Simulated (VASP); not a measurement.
LiF (Griceite):

```
F Li
1.0
     0.00000    2.01400    2.01400
     2.01400    0.00000    2.01400
     2.01400    2.01400    0.00000
F Li
1 1
Direct
  0.50000 0.50000 0.50000
  0.00000 0.00000 0.00000
```

Base run:

```yaml
Program: VASP 6.6.1
Functional: PBEsol
Potentials_or_basis: VASP PAW PBE potentials, release 64 (F, Li_sv)
Cutoff: 520 eV
k_mesh: 11 × 11 × 11
Occupations: fermi-dirac, width 0.05 eV
Spin: no spin polarisation
```

Its results: band gap on the k mesh 8.92 eV, direct.

Problem. The run is repeated on the same cell with these changes: functional from PBEsol to r2SCAN. What comes out?

Solution. Band gap on the k mesh 10.27 eV, direct.

r2SCAN gives the wider gap, since meta-GGAs in the generalised Kohn-Sham scheme recover part of the derivative discontinuity.

A k mesh can miss the band edges.
